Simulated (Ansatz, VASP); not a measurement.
Two plane-wave programs on YF

Contents of INCAR:

```
SYSTEM = YF
PREC = Accurate ; ENCUT = 520
EDIFF = 1E-6 ; ISMEAR = 0
SIGMA = 0.1 ; LREAL = .FALSE.
LASPH = .TRUE. ; NELM = 150
ALGO = Normal ; ISIF = 2
LWAVE = .FALSE. ; LCHARG = .TRUE.
ISPIN = 2 ; MAGMOM = 0 0 1 1
LORBIT = 11 ; LMAXMIX = 4
GGA = PE ; LELF = .TRUE.
LVHAR = .TRUE. ; NBANDS = 30
```

The input KPOINTS:

```
Automatic mesh
0
G
  6 6 4
  0 0 0
```

Contents of POSCAR:

```
YF
1.0
    3.7200402107      0.0000000000      0.0000000000
    0.0000000000      3.7200402107      0.0000000000
    0.0000000000      0.0000000000      5.7151611224
Y F
2 2
Direct
    0.5000000000      0.0000000000      0.7337453379
    0.0000000000      0.5000000000      0.2662546621
    0.0000000000      0.0000000000      0.0000000000
    0.5000000000      0.5000000000      0.0000000000
```

Input for Ansatz:

```yaml
crystal:
  lattice:
    - [3.7200402107, 0.0, 0.0]
    - [0.0, 3.7200402107, 0.0]
    - [0.0, 0.0, 5.7151611224]
  atoms:
    - { symbol: "Y", position: [0.5, 0.0, 0.7337453379] }
    - { symbol: "Y", position: [0.0, 0.5, 0.2662546621] }
    - { symbol: F, position: [0.0, 0.0, 0.0], spin: 1.0 }
    - { symbol: F, position: [0.5, 0.5, 0.0], spin: 1.0 }
basis:
  ecutwfc: 420
kpoints:
  mp_grid: { grid: [6, 6, 4] }
hamiltonian:
  xc: pbe
scf:
  occupations: { method: gaussian, width: 0.1 }
  lower_state_search: "off"
output:
  forces: true
  stress: true
  eigenvalues: true
  populations: true
magnetization:
  spin_polarized: true
```

Change from the starting cell: ordered vacancies on the anion sites of fluorite (P4/nmm, No. 129).

Alike in both runs: task single point; functional PBE; k mesh 6 × 6 × 4; occupations gaussian, width 0.1 eV; collinear spin.

```csv
,VASP,Ansatz
version,VASP 6.6.1,Ansatz 0.2.0
potentials or method,"VASP PAW PBE potentials, release 64 (Y_sv, F), cutoff 520 eV","scalar-relativistic, plane waves, PAW"
valence electrons in the cell,36,36
```

|  | VASP | Ansatz | Ansatz less VASP |
| --- | --- | --- | --- |
| gap on the k mesh at the Fermi level (eV) | none | none | - |
| pressure (GPa) | -0.1 | 0.0 | +0.11 |
| traceless stress, the component that is largest in VASP (GPa) | 0.29 | 0.29 | 0.000 |
| rms of the force components (eV/Å) | 0.013 | 0.006 | -0.0073 |
| net moment per atom (μB) | 0.00 | 0.00 | -0.001 |

Atom by atom the forces differ by 0.007 eV/Å (rms over components). A gap of «none» marks a metal or a gap that the smearing closes. With one functional, cell and mesh, what is left measures potentials, basis and numerics. Ansatz's warnings: seeded moment not kept.
